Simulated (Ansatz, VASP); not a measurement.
InAs in VASP and in Ansatz

```
In As
1.0
     0.00000    3.01800    3.01800
     3.01800    0.00000    3.01800
     3.01800    3.01800    0.00000
In As
1 1
Direct
  0.00000 0.00000 0.00000
  0.75000 0.75000 0.75000
```

Alike in both runs: task relaxation of cell and atoms; functional PBEsol; dispersion D4; k mesh 8 × 8 × 8; occupations fermi-dirac, width 0.05 eV; no spin polarisation.

|  | VASP | Ansatz |
| --- | --- | --- |
| version | VASP 6.6.1 | Ansatz 0.2.0 |
| potentials or method | VASP PAW PBE potentials, release 64 (In_d, As), cutoff 600 eV | all-electron LAPW, scalar-relativistic |

Ansatz gave:

* relaxed volume (Å³/atom): 27.68
* relaxed cell length with the largest relative difference (Å): 4.278

Estimate VASP's values.

relaxed volume (Å³/atom): 27.72; relaxed cell length with the largest relative difference (Å): 4.280.

VASP's potentials were made for PBE, not for PBEsol. Ansatz ran all-electron here, and VASP with PAW potentials.
